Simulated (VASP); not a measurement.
Crystal: Ga3Se.

```
Se Ga
1.0
     4.46182    0.00000    0.00000
     0.00000    4.46182    0.00000
     0.00000    0.00000    4.46182
Se Ga
1 3
Direct
  0.00000 0.00000 0.00000
  0.50000 0.50000 0.00000
  0.50000 0.00000 0.50000
  0.00000 0.50000 0.50000
```

Base run:

| Quantity | Value |
| --- | --- |
| Program | VASP 6.6.1 |
| Functional | PBE |
| Potentials or basis | VASP PAW PBE potentials, release 64 (Se, Ga_d) |
| Cutoff | 520 eV |
| k mesh | 6 × 6 × 6 |
| Occupations | fermi-dirac, width 0.05 eV |
| Spin | no spin polarisation |

Its results: pressure -1.2 GPa.

The run is repeated on the same cell with these changes: functional from PBE to r2SCAN; further incar settings from ALGO = Normal; EDIFF = 1e-07; NBANDS = 30 to ALGO = Normal; EDIFF = 1e-06; NBANDS = 30. What comes out?

Pressure -2.3 GPa.

Caveats: the PAW data sets were made with another functional, which shifts forces and pressure a little (some runs).
